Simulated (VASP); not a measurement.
# CaB2 (P6/mmm) in VASP: single point with LDA

Aim: the single point of CaB2 with LDA.

Program: VASP 6.6.1. These are calculated values, not measurements. Logs are shortened: lines on timing, memory, paths and dates and some standing lists are left out, and cuts for length are marked.

**1. The cell of the first run**

The structure is hexagonal, space group P6/mmm (No. 191). Conventional cell: a = 3.226 Å, b = 3.226 Å, c = 4.067 Å, α = 90.00°, β = 90.00°, γ = 120.00°. Within 3.6 Å of Ca (site symmetry 6/mmm) lie 12 B at 2.76 Å and 6 Ca at 3.23 Å. B (site symmetry -6m2) has 3 B at 1.86 Å within 2.5 Å.

**2. Single point, LDA**

INCAR reads:

```
SYSTEM = CaB2
ALGO = Normal
EDIFF = 1E-6
ENCUT = 520
GGA = CA
ISIF = 2
ISMEAR = 0
LASPH = .True.
LCHARG = .True.
LELF = .True.
LREAL = .False.
LVHAR = .True.
LWAVE = .False.
NBANDS = 15
NELM = 100
PREC = Accurate
SIGMA = 0.1
```

KPOINTS reads:

```
k-points
0
Gamma
  6 6 4
  0 0 0
```

POSCAR reads:

```
CaB2
1.0
    3.2264302843      0.0000000000      0.0000000000
   -1.6132151421      2.7941705897      0.0000000000
    0.0000000000      0.0000000000      4.0673920000
Ca B
1 2
Direct
    0.0000000000      0.0000000000      0.0000000000
    0.3333333333      0.6666666667      0.5000000000
    0.6666666667      0.3333333333      0.5000000000
```

Potentials or basis: VASP PAW LDA potentials, release 64 (Ca_sv, B).

Launch:

```
cat potpaw_LDA.64/Ca_sv/POTCAR potpaw_LDA.64/B/POTCAR > POTCAR
mpirun -np 1 vasp_std > vasp.out
```

OUTCAR:

```text
SYSTEM = CaB2
   EDIFF = 1E-6
   ENCUT = 520
   GGA = CA
   ISIF = 2
   ISMEAR = 0
   LASPH = .True.
   LREAL = .False.
   NELM = 100
   PREC = Accurate

 ion  position               nearest neighbor table
   1  0.000  0.000  0.000-
   2  0.333  0.667  0.500-   3 1.86   3 1.86   3 1.86
   3  0.667  0.333  0.500-   2 1.86   2 1.86   2 1.86

  LATTYP: Found a hexagonal cell.
 ALAT       =     3.2264302843
 C/A-ratio  =     1.2606477257

  Lattice vectors:

 A1 = (   3.2264302843,   0.0000000000,   0.0000000000)
 A2 = (  -1.6132151421,   2.7941705897,   0.0000000000)
 A3 = (   0.0000000000,   0.0000000000,   4.0673920000)

Analysis of symmetry for initial positions (statically):
=====================================================================
 Subroutine PRICEL returns:
 Original cell was already a primitive cell.

 Routine SETGRP: Setting up the symmetry group for a
 hexagonal supercell.

 Subroutine GETGRP returns: Found 24 space group operations
 (whereof 24 operations were pure point group operations)
 out of a pool of 24 trial point group operations.

The static configuration has the point symmetry D_6h.

Analysis of symmetry for dynamics (positions and initial velocities):
=====================================================================
 Subroutine PRICEL returns:
 Original cell was already a primitive cell.

 Routine SETGRP: Setting up the symmetry group for a
 hexagonal supercell.

 Subroutine GETGRP returns: Found 24 space group operations
 (whereof 24 operations were pure point group operations)
 out of a pool of 24 trial point group operations.

The dynamic configuration has the point symmetry D_6h.

 Subroutine INISYM returns: Found 24 space group operations
 (whereof 24 operations are pure point group operations),
 and found     1 'primitive' translations

----------------------------------------------------------------------------------------

                                     Primitive cell

  volume of cell :      36.6683

  direct lattice vectors                    reciprocal lattice vectors
     3.226430284  0.000000000  0.000000000     0.309940061  0.178943978  0.000000000
    -1.613215142  2.794170590  0.000000000     0.000000000  0.357887956  0.000000000
     0.000000000  0.000000000  4.067392000     0.000000000  0.000000000  0.245857788

  length of vectors
     3.226430284  3.226430284  4.067392000     0.357887956  0.357887956  0.245857788

  position of ions in fractional coordinates (direct lattice)
     0.000000000  0.000000000  0.000000000
     0.333333333  0.666666667  0.500000000
     0.666666667  0.333333333  0.500000000

  ion indices of the primitive-cell ions
   primitive index   ion index
                 1           1
                 2           2
                 3           3

----------------------------------------------------------------------------------------

 KPOINTS: k-points

Automatic generation of k-mesh.
 Grid dimensions read from file:
 generate k-points for:    6    6    4

 Generating k-lattice:

  Cartesian coordinates                     Fractional coordinates (reciprocal lattice)
     0.051656677  0.029823996  0.000000000     0.166666667  0.000000000  0.000000000
     0.000000000  0.059647993  0.000000000     0.000000000  0.166666667  0.000000000
     0.000000000  0.000000000  0.061464447     0.000000000  0.000000000  0.250000000

  Length of vectors
     0.059647993  0.059647993  0.061464447

  Shift w.r.t. Gamma in fractional coordinates (k-lattice)
     0.000000000  0.000000000  0.000000000

 Subroutine IBZKPT returns following result:
 ===========================================

 Found     21 irreducible k-points:

 Following reciprocal coordinates:
            Coordinates               Weight
  0.000000  0.000000  0.000000      1.000000
  0.166667 -0.000000  0.000000      6.000000
  0.333333 -0.000000  0.000000      6.000000
  0.500000 -0.000000  0.000000      3.000000
  0.166667  0.166667  0.000000      6.000000
  0.333333  0.166667  0.000000     12.000000
[... 13 lines left out ...]
  0.333333  0.166667  0.500000     12.000000
  0.333333  0.333333  0.500000      2.000000
   k-points           NKPTS =     21   k-points in BZ     NKDIM =     21   number of bands    NBANDS=     15
   number of dos      NEDOS =    301   number of ions     NIONS =      3
   total plane-waves  NPLWV =  17280
   dimension x,y,z NGX =    24 NGY =   24 NGZ =   30
   dimension x,y,z NGXF=    48 NGYF=   48 NGZF=   60
   ions per type =               1   2
   NGX,Y,Z   is equivalent  to a cutoff of  12.37, 12.37, 12.26 a.u.
   NGXF,Y,Z  is equivalent  to a cutoff of  24.73, 24.73, 24.52 a.u.
 SYSTEM =  CaB2
   PREC   = accura    normal or accurate (medium, high low for compatibility)
   ISTART =      0    job   : 0-new  1-cont  2-samecut
   ICHARG =      2    charge: 1-file 2-atom 10-const
   ISPIN  =      1    spin polarized calculation?
   LNONCOLLINEAR =      F non collinear calculations
   LSORBIT =      F    spin-orbit coupling
   LASPH  =      T    aspherical Exc in radial PAW
   ENCUT  =  520.0 eV  38.22 Ry    6.18 a.u.   6.00  6.00  7.56*2*pi/ulx,y,z
   NELM   =    100;   NELMIN=  2; NELMDL= -5     # of ELM steps
   EDIFF  = 0.1E-05   stopping-criterion for ELM
   LREAL  =      F    real-space projection
   EDIFFG = 0.1E-04   stopping-criterion for IOM
   NSW    =      0    number of steps for IOM
   IBRION =     -1    ionic relax: 0-MD 1-quasi-New 2-CG
   NFREE  =      0    steps in history (QN), initial steepest desc. (CG)
   ISIF   =      2    stress and relaxation
   ISYM   =      2    0-nonsym 1-usesym 2-fastsym
   POTIM  = 0.5000    time-step for ionic-motion
   TEBEG  =    0.0;   TEEND  =   0.0 temperature during run
   PSTRESS=    0.0 pullay stress
   NELECT =      16.0000    total number of electrons
   NUPDOWN=      -1.0000    fix difference up-down
   EMIN   =  10.00;   EMAX   =-10.00  energy-range for DOS
   EFERMI =   0.00;   METHOD = LEGACY
   ISMEAR =     0;   SIGMA  =   0.10  broadening in eV -4-tet -1-fermi 0-gaus
   EFERMI_NEDOS =   21; number of points for ismear=-14 and -15
   IALGO  =     38    algorithm
   IMIX   =      4    mixing-type and parameters
     AMIX     =   0.40;   BMIX     =  1.00
     AMIX_MAG =   1.60;   BMIX_MAG =  1.00
  volume/ion in A,a.u.               =      12.22        82.48
  Fermi-wavevector in a.u.,A,eV,Ry     =   1.241703  2.346479 20.977823  1.541826
  Thomas-Fermi vector in A             =   2.376089
   LORBIT       =      0    0 simple, 1 ext, 2 COOP (PROOUT), +10 PAW based schemes
   GGA     = CA    functional components
   LHFCALC =     F    Hartree Fock is set to
   AEXX    =    0.0000 exact exchange contribution
   IVDW    =     0    specifies the selected vdW correction
   LEPSILON=     F    determine dielectric tensor
   LRPA    =     F    only Hartree local field effects (RPA)
 non-spin polarized calculation
 Gauss-broadening in eV      SIGMA  =   0.10
  energy-cutoff  :      520.00
  volume of cell :       36.67
 maximum number of plane-waves:      1008
 NGX is ok and might be reduce to    24
   NGX = 11   NGY = 11   NGZ = 15

 number of electron      16.0000004 magnetization

 Free energy of the ion-electron system (eV)
  ---------------------------------------------------
  ext. energy  EPLUGINS =         0.00000000
  ---------------------------------------------------
  free energy    TOTEN  =       -17.69955757 eV

  energy without entropy =      -17.68486672  energy(sigma->0) =      -17.69221214

 E-fermi :   4.5280     XC(G=0): -11.0609

 val. band max:        4.4789838204   @ k =   0.1667  -0.0000   0.2500
 cond. band min:       4.5477316536   @ k =   0.5000  -0.0000   0.2500
 fundamental gap:      0.0687478333
 Fermi energy:         4.5279701750

 k-point     1 :       0.0000    0.0000    0.0000
  band No.  band energies     occupation
      1     -34.7092      2.00000
      2     -16.0119      2.00000
      3     -15.7805      2.00000
      4     -15.7805      2.00000
      5      -5.6984      2.00000
      6       2.8182      2.00000
      7       4.8303      0.00002
      8       4.9105      0.00000
      9       4.9105      0.00000
     10       9.8483      0.00000
     11       9.8483      0.00000
     12      10.7142      0.00000
     13      10.7142      0.00000
     14      11.5884      0.00000
     15      11.5887      0.00000

 k-point     2 :       0.1667   -0.0000    0.0000
  band No.  band energies     occupation
      1     -34.6796      2.00000
      2     -15.9912      2.00000
      3     -15.9709      2.00000
      4     -15.8247      2.00000
      5      -5.2248      2.00000
      6       2.8438      2.00000
      7       3.3160      2.00000
      8       4.4738      1.55663
      9       5.3868      0.00000
     10       8.8343      0.00000
     11       9.9077      0.00000
     12      10.4465      0.00000
     13      10.4768      0.00000
     14      11.4321      0.00000
     15      12.3449      0.00000

 k-point     3 :       0.3333   -0.0000    0.0000
  band No.  band energies     occupation
      1     -34.6196      2.00000
      2     -16.3885      2.00000
      3     -15.9115      2.00000
      4     -15.8876      2.00000
      5      -3.9122      2.00000
      6       0.6046      2.00000
      7       2.9924      2.00000
      8       3.7322      2.00000
      9       5.7310      0.00000
     10       8.6680      0.00000
     11       9.1142      0.00000
     12       9.9726      0.00000
     13      10.9783      0.00000
     14      11.1403      0.00000
     15      13.0968      0.00000

 k-point     4 :       0.5000   -0.0000    0.0000
  band No.  band energies     occupation
      1     -34.5892      2.00000
      2     -16.5770      2.00000
      3     -15.9542      2.00000
      4     -15.8455      2.00000
      5      -2.1154      2.00000
      6      -1.7124      2.00000
      7       3.1420      2.00000
      8       3.4157      2.00000
      9       5.4454      0.00000
     10       7.7140      0.00000
     11       9.7597      0.00000
     12      10.8115      0.00000
     13      11.0720      0.00000
     14      11.8311      0.00000
     15      13.1427      0.00000
[... 253 lines left out ...]
 k-point    19 :       0.1667    0.1667    0.5000
  band No.  band energies     occupation
      1     -34.6301      2.00000
      2     -16.2339      2.00000
      3     -16.0275      2.00000
      4     -15.9217      2.00000
      5      -3.8078      2.00000
      6       1.6085      2.00000
      7       1.8292      2.00000
      8       3.0006      2.00000
      9       5.8175      0.00000
     10       8.9662      0.00000
     11      10.3497      0.00000
     12      10.4374      0.00000
     13      10.6471      0.00000
     14      13.0054      0.00000
     15      13.6504      0.00000

 k-point    20 :       0.3333    0.1667    0.5000
  band No.  band energies     occupation
      1     -34.5850      2.00000
      2     -16.4531      2.00000
      3     -16.0516      2.00000
      4     -15.9433      2.00000
      5      -2.7374      2.00000
      6      -0.3082      2.00000
      7       2.0629      2.00000
      8       3.2344      2.00000
      9       4.5780      0.47936
     10       9.8747      0.00000
     11      10.8294      0.00000
     12      11.3884      0.00000
     13      11.4499      0.00000
     14      12.3738      0.00000
     15      12.5161      0.00000

 k-point    21 :       0.3333    0.3333    0.5000
  band No.  band energies     occupation
      1     -34.5700      2.00000
      2     -16.3137      2.00000
      3     -16.3137      2.00000
      4     -15.9155      2.00000
      5      -1.4941      2.00000
      6      -1.4941      2.00000
      7       1.1837      2.00000
      8       4.1968      2.00000
      9       4.1968      2.00000
     10      10.2930      0.00000
     11      11.2070      0.00000
     12      11.2070      0.00000
     13      11.6502      0.00000
     14      11.6502      0.00000
     15      12.8558      0.00000

------------------------ aborting loop because EDIFF is reached ----------------------------------------

  FORCE on cell =-STRESS in cart. coord.  units (eV):
  Direction    XX          YY          ZZ          XY          YZ          ZX
  --------------------------------------------------------------------------------------
  -------------------------------------------------------------------------------------
  Total       -1.4861519     -1.4861519     -1.4461113     -0.0000000      0.0000000      0.0000000
  in kB      -64.9355527    -64.9355527    -63.1860293     -0.0000000      0.0000000      0.0000000
  external PRESSURE =     -64.3523782 kB  Pullay stress =       0.0000000 kB

 VOLUME and BASIS-vectors are now :
 -----------------------------------------------------------------------------
  energy-cutoff  :      520.00
  volume of cell :       36.67
      direct lattice vectors                 reciprocal lattice vectors
     3.226430284  0.000000000  0.000000000     0.309940061  0.178943978  0.000000000
    -1.613215142  2.794170590  0.000000000     0.000000000  0.357887956  0.000000000
     0.000000000  0.000000000  4.067392000     0.000000000  0.000000000  0.245857788

 POSITION                                       TOTAL-FORCE (eV/Angst)
 -----------------------------------------------------------------------------------
      0.00000      0.00000      0.00000        -0.000000      0.000000      0.000000
     -0.00000      1.86278      2.03370        -0.000000      0.000000      0.000000
      1.61322      0.93139      2.03370         0.000000      0.000000      0.000000
 -----------------------------------------------------------------------------------
    total drift:                               -0.000000      0.000000      0.000000

  FREE ENERGIE OF THE ION-ELECTRON SYSTEM (eV)
  ---------------------------------------------------
  free  energy   TOTEN  =       -17.6995575674 eV

  energy  without entropy=      -17.6848667200  energy(sigma->0) =      -17.69221214
```

Run time: 15 s. Hardware: 1 thread of Intel Xeon 8259CL, shared host; peak memory 0.14 GiB.

Results:

```
Free energy            : -17.6996 eV
Pressure               : -6.4 GPa
Band gap on the k mesh : zero (band 8 reaches 5.50 eV, above the bottom of band 9 at 3.89 eV)
```

Stress tensor (GPa, compression positive):
```
-6.49  0.00  0.00
 0.00 -6.49  0.00
 0.00  0.00 -6.32
```

Caveat: the k points lie up to 0.39 Å⁻¹ apart.
